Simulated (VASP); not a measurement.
# CuI (Cmcm) in VASP: notebook

CuI is run at these levels: LDA; tasks: electric field gradients.

Program: VASP 6.6.1. These are calculated values, not measurements. Logs are shortened: lines on timing, memory, paths and dates and some standing lists are left out, and cuts for length are marked.

### Step 1. The cell of the first run

It takes space group Cmcm (No. 63, orthorhombic). Conventional cell: a = 7.613 Å, b = 7.568 Å, c = 4.391 Å, α = 90.00°, β = 90.00°, γ = 90.00°. Within 3.3 Å of Cu (site symmetry m2m) lie 2 Cu at 2.50 Å and 3 I at 2.63 to 2.65 Å. Within 3.5 Å of I (site symmetry m2m) lie 3 Cu at 2.63 to 2.65 Å.

### Step 2. Electric field gradients, LDA (31.62 Å³/atom)

INCAR

```
SYSTEM = CuI
PREC = Accurate
ENCUT = 520
EDIFF = 1E-8
ISMEAR = -1
SIGMA = 0.02
LREAL = .False.
LASPH = .True.
NELM = 100
ALGO = Normal
ISIF = 2
LWAVE = .False.
LCHARG = .False.
GGA = CA
LEFG = .True.
NBANDS = 26
```

KPOINTS

```
regular mesh
0
Gamma
  5 5 6
  0 0 0
```

POSCAR

```
CuI
1.0
    3.8063855430     -3.7838712480      0.0000000000
    3.8063855430      3.7838712480      0.0000000000
    0.0000000000      0.0000000000      4.3914700505
Cu I
2 2
Direct
    0.4204388300      0.5795611700      0.7500000000
    0.5795611700      0.4204388300      0.2500000000
    0.7700426800      0.2299573200      0.7500000000
    0.2299573200      0.7700426800      0.2500000000
```

Potentials or basis: VASP PAW LDA potentials, release 64 (Cu, I).

Run with:

```
$ cat potpaw_LDA.64/Cu/POTCAR potpaw_LDA.64/I/POTCAR > POTCAR
$ mpirun -np 1 vasp_std > vasp.out
```

OUTCAR:

```text
SYSTEM = CuI
   PREC = Accurate
   ENCUT = 520
   EDIFF = 1E-8
   ISMEAR = -1
   LREAL = .False.
   LASPH = .True.
   NELM = 100
   ISIF = 2
   GGA = CA

 ion  position               nearest neighbor table
   1  0.420  0.580  0.750-   2 2.50   2 2.50   4 2.63   4 2.63   3 2.65
   2  0.580  0.420  0.250-   1 2.50   1 2.50   3 2.63   3 2.63   4 2.65
   3  0.770  0.230  0.750-   2 2.63   2 2.63   1 2.65
   4  0.230  0.770  0.250-   1 2.63   1 2.63   2 2.65

  LATTYP: Found a base centered orthorhombic cell.
 ALAT       =     7.5677424960
 B/A-ratio  =     1.0059500690
 C/A-ratio  =     0.5802879859

  Lattice vectors:

 A1 = (  -3.8063855430,  -3.7838712480,   0.0000000000)
 A2 = (   3.8063855430,  -3.7838712480,   0.0000000000)
 A3 = (   0.0000000000,   0.0000000000,   4.3914700505)

Analysis of symmetry for initial positions (statically):
=====================================================================
 Subroutine PRICEL returns:
 Original cell was already a primitive cell.

 Routine SETGRP: Setting up the symmetry group for a
 base centered orthorhombic supercell.

 Subroutine GETGRP returns: Found  8 space group operations
 (whereof  4 operations were pure point group operations)
 out of a pool of  8 trial point group operations.

The static configuration has the point symmetry C_2h.
 The point group associated with its full space group is D_2h.

Analysis of symmetry for dynamics (positions and initial velocities):
=====================================================================
 Subroutine PRICEL returns:
 Original cell was already a primitive cell.

 Routine SETGRP: Setting up the symmetry group for a
 base centered orthorhombic supercell.

 Subroutine GETGRP returns: Found  8 space group operations
 (whereof  4 operations were pure point group operations)
 out of a pool of  8 trial point group operations.

The dynamic configuration has the point symmetry C_2h.
 The point group associated with its full space group is D_2h.

 Subroutine INISYM returns: Found  8 space group operations
 (whereof  4 operations are pure point group operations),
 and found     1 'primitive' translations

[... 134 lines left out ...]

 number of electron      35.9999994 magnetization

 Free energy of the ion-electron system (eV)
  ---------------------------------------------------
  ext. energy  EPLUGINS =         0.00000000
  ---------------------------------------------------
  free energy    TOTEN  =       -13.33720233 eV

  energy without entropy =      -13.33720233  energy(sigma->0) =      -13.33720233

 E-fermi :   3.3543     XC(G=0):  -8.7243

 val. band max:        2.9699795431   @ k =   0.0000   0.0000   0.0000
 cond. band min:       3.8148101734   @ k =   0.0000   0.0000   0.0000
 fundamental gap:      0.8448306303
 Fermi energy:         3.3542982295

 k-point     1 :       0.0000    0.0000    0.0000
  band No.  band energies     occupation
      1     -10.5451      2.00000
      2      -9.9122      2.00000
      3      -2.2538      2.00000
      4      -0.9522      2.00000
      5      -0.7443      2.00000
      6      -0.6111      2.00000
[... 685 lines left out ...]
     25      10.4575      0.00000
     26      10.8787      0.00000

 [... further k-points ...]
[... 5 lines left out ...]
  --------------------------------------------------------------------------------------
  -------------------------------------------------------------------------------------
  Total       -1.0615758     -4.5672784     -5.3037480      0.0000000      0.0000000      0.0000000
  in kB      -13.4453640    -57.8467574    -67.1744966      0.0000000      0.0000000      0.0000000
  external PRESSURE =     -46.1555393 kB  Pullay stress =       0.0000000 kB

 VOLUME and BASIS-vectors are now :
 -----------------------------------------------------------------------------
  energy-cutoff  :      520.00
  volume of cell :      126.50
      direct lattice vectors                 reciprocal lattice vectors
     3.806385543 -3.783871248  0.000000000     0.131358212 -0.132139803  0.000000000
     3.806385543  3.783871248  0.000000000     0.131358212  0.132139803  0.000000000
     0.000000000  0.000000000  4.391470050     0.000000000  0.000000000  0.227714180

 POSITION                                       TOTAL-FORCE (eV/Angst)
 -----------------------------------------------------------------------------------
      3.80639      0.60210      3.29360         0.000000     -0.123946      0.000000
      3.80639     -0.60210      1.09787         0.000000      0.123946     -0.000000
      3.80639     -2.04361      3.29360         0.000000      0.787033      0.000000
      3.80639      2.04361      1.09787         0.000000     -0.787033      0.000000
 -----------------------------------------------------------------------------------
    total drift:                                0.000000     -0.000000      0.000000

  FREE ENERGIE OF THE ION-ELECTRON SYSTEM (eV)
  ---------------------------------------------------
  free  energy   TOTEN  =       -13.3372023266 eV

  energy  without entropy=      -13.3372023266  energy(sigma->0) =      -13.33720233

 Electric field gradients (V/A^2)
---------------------------------------------------------------------
 ion       V_xx      V_yy      V_zz      V_xy      V_xz      V_yz
---------------------------------------------------------------------
   1      48.084   -12.549   -35.535     0.000    -0.000     0.000
   2      48.084   -12.549   -35.535    -0.000    -0.000     0.000
   3    -431.564   318.043   113.521    -0.000    -0.000    -0.000
   4    -431.564   318.043   113.521     0.000    -0.000    -0.000
---------------------------------------------------------------------

 Electric field gradients after diagonalization (V/A^2)
 (convention: |V_zz| > |V_xx| > |V_yy|)
----------------------------------------------------------------------
 ion       V_xx      V_yy      V_zz     asymmetry (V_yy - V_xx)/ V_zz
----------------------------------------------------------------------
   1     -35.535   -12.549    48.084       0.478
   2     -35.535   -12.549    48.084       0.478
   3     318.043   113.521  -431.564       0.474
   4     318.043   113.521  -431.564       0.474
----------------------------------------------------------------------

           NMR quadrupolar parameters

 Cq : quadrupolar parameter    Cq=e*Q*V_zz/h
 eta: asymmetry parameters     (V_yy - V_xx)/ V_zz
 Q  : nuclear electric quadrupole moment in mb (millibarn)
----------------------------------------------------------------------
 ion       Cq(MHz)       eta       Q (mb)
----------------------------------------------------------------------
   1       0.116       0.478       1.000
   2       0.116       0.478       1.000
   3      -1.044       0.474       1.000
   4      -1.044       0.474       1.000
----------------------------------------------------------------------
```

stdout:

```text
POSCAR found type information on POSCAR CuI
 POSCAR found :  2 types and       4 ions
 scaLAPACK will be used
 LDA part: xc-table for (Slater(with rela. corr.)+CA(PZ))
 , standard interpolation
 POSCAR, INCAR and KPOINTS ok, starting setup
 FFT: planning ... GRIDC
 FFT: planning ... GRID_SOFT
 FFT: planning ... GRID
 WAVECAR not read
 entering main loop
ion   1

ion   2

ion   3

ion   4
```

Run time: 4.5 min. Hardware: 1 thread of Oxide Virtual Turin-like, shared host; peak memory 0.22 GiB.

What came out:

```
Free energy                             : -13.3372 eV
Pressure                                : -4.6 GPa
Largest force                           : 0.787 eV/Å
Band gap on the k mesh                  : 0.84 eV
Largest electric field gradient by atom : Cu +48.1; I -431.6 V/Å²
```

Forces in eV/Å, atoms in the order of the input:
```
Cu   0.000 -0.124  0.000
Cu   0.000  0.124  0.000
I    0.000  0.787  0.000
I    0.000 -0.787  0.000
```

Electric field gradients, principal values (V/Å²):
```csv
atom,least,middle,greatest (by size)
1 Cu,-12.549,-35.535,48.084
2 Cu,-12.549,-35.535,48.084
3 I,113.521,318.043,-431.564
4 I,113.521,318.043,-431.564
```

Caveat: the stress differs along the axes, from -7 to -1 GPa; without QUAD_EFG the Cq values of the log hold for a quadrupole moment of 1 mb, not for the nuclei; spin-orbit coupling is left out, which moves the levels of the heavy elements. A k mesh can miss the band edges.

### Step 3. Electric field gradients, LDA (31.62 Å³/atom)

INCAR

```
ALGO = Normal
EDIFF = 1E-8
ENCUT = 520
GGA = CA
ISIF = 2
ISMEAR = -1
LASPH = T
LCHARG = F
LEFG = T
LREAL = F
LWAVE = F
NBANDS = 26
NELM = 60
PREC = Accurate
SIGMA = 0.02
```

KPOINTS

```
k-points
0
Gamma
  5 5 6
```

POSCAR is that of step 2.

Potentials or basis: VASP PAW LDA potentials, release 64 (Cu, I).

Run with:

```
$ cat potpaw_LDA.64/Cu/POTCAR potpaw_LDA.64/I/POTCAR > POTCAR
$ mpirun -np 1 vasp_std > vasp.out
```

OUTCAR:

```text
EDIFF = 1E-8
   ENCUT = 520
   GGA = CA
   ISIF = 2
   ISMEAR = -1
   LASPH = T
   LREAL = F
   NELM = 60
   PREC = Accurate

 ion  position               nearest neighbor table
   1  0.420  0.580  0.750-   2 2.50   2 2.50   4 2.63   4 2.63   3 2.65
   2  0.580  0.420  0.250-   1 2.50   1 2.50   3 2.63   3 2.63   4 2.65
   3  0.770  0.230  0.750-   2 2.63   2 2.63   1 2.65
   4  0.230  0.770  0.250-   1 2.63   1 2.63   2 2.65

  LATTYP: Found a base centered orthorhombic cell.
 ALAT       =     7.5677424960
 B/A-ratio  =     1.0059500690
 C/A-ratio  =     0.5802879859

  Lattice vectors:

 A1 = (  -3.8063855430,  -3.7838712480,   0.0000000000)
 A2 = (   3.8063855430,  -3.7838712480,   0.0000000000)
 A3 = (   0.0000000000,   0.0000000000,   4.3914700505)

Analysis of symmetry for initial positions (statically):
=====================================================================
 Subroutine PRICEL returns:
 Original cell was already a primitive cell.
[... 901 lines left out ...]
      3.80639      0.60210      3.29360         0.000000     -0.123946      0.000000
      3.80639     -0.60210      1.09787         0.000000      0.123946     -0.000000
      3.80639     -2.04361      3.29360         0.000000      0.787033      0.000000
      3.80639      2.04361      1.09787         0.000000     -0.787033      0.000000
 -----------------------------------------------------------------------------------
    total drift:                                0.000000     -0.000000      0.000000

  FREE ENERGIE OF THE ION-ELECTRON SYSTEM (eV)
  ---------------------------------------------------
  free  energy   TOTEN  =       -13.3372023266 eV

  energy  without entropy=      -13.3372023266  energy(sigma->0) =      -13.33720233

 Electric field gradients (V/A^2)
---------------------------------------------------------------------
 ion       V_xx      V_yy      V_zz      V_xy      V_xz      V_yz
---------------------------------------------------------------------
   1      48.084   -12.549   -35.535     0.000    -0.000     0.000
   2      48.084   -12.549   -35.535    -0.000    -0.000     0.000
   3    -431.564   318.043   113.521    -0.000    -0.000    -0.000
   4    -431.564   318.043   113.521     0.000    -0.000    -0.000
---------------------------------------------------------------------

 Electric field gradients after diagonalization (V/A^2)
 (convention: |V_zz| > |V_xx| > |V_yy|)
----------------------------------------------------------------------
 ion       V_xx      V_yy      V_zz     asymmetry (V_yy - V_xx)/ V_zz
----------------------------------------------------------------------
   1     -35.535   -12.549    48.084       0.478
   2     -35.535   -12.549    48.084       0.478
   3     318.043   113.521  -431.564       0.474
   4     318.043   113.521  -431.564       0.474
----------------------------------------------------------------------

           NMR quadrupolar parameters

 Cq : quadrupolar parameter    Cq=e*Q*V_zz/h
 eta: asymmetry parameters     (V_yy - V_xx)/ V_zz
 Q  : nuclear electric quadrupole moment in mb (millibarn)
----------------------------------------------------------------------
 ion       Cq(MHz)       eta       Q (mb)
----------------------------------------------------------------------
   1       0.116       0.478       1.000
   2       0.116       0.478       1.000
   3      -1.044       0.474       1.000
   4      -1.044       0.474       1.000
----------------------------------------------------------------------
```

stdout:

```text
POSCAR found type information on POSCAR CuI
 POSCAR found :  2 types and       4 ions
 scaLAPACK will be used
 LDA part: xc-table for (Slater(with rela. corr.)+CA(PZ))
 , standard interpolation
 POSCAR, INCAR and KPOINTS ok, starting setup
 FFT: planning ... GRIDC
 FFT: planning ... GRID_SOFT
 FFT: planning ... GRID
 WAVECAR not read
 entering main loop
ion   1

ion   2

ion   3

ion   4
```

It took 4.9 min on 1 thread of Oxide Virtual Turin-like, shared host; peak memory 0.22 GiB.

What came out:

| Property | Result |
| --- | --- |
| Free energy | -13.3372 eV |
| Pressure | -4.6 GPa |
| Largest force | 0.787 eV/Å |
| Band gap on the k mesh | 0.84 eV |
| Largest electric field gradient by atom | Cu +48.1; I -431.6 V/Å² |

Forces in eV/Å, atoms in the order of the input:
```
Cu   0.000 -0.124  0.000
Cu   0.000  0.124  0.000
I    0.000  0.787  0.000
I    0.000 -0.787  0.000
```

Electric field gradients, principal values (V/Å²):
```tsv
atom	least	middle	greatest (by size)
1 Cu	-12.549	-35.535	48.084
2 Cu	-12.549	-35.535	48.084
3 I	113.521	318.043	-431.564
4 I	113.521	318.043	-431.564
```

Caveat: the stress differs along the axes, from -7 to -1 GPa; without QUAD_EFG the Cq values of the log hold for a quadrupole moment of 1 mb, not for the nuclei; spin-orbit coupling is left out, which moves the levels of the heavy elements. A k mesh can miss the band edges.
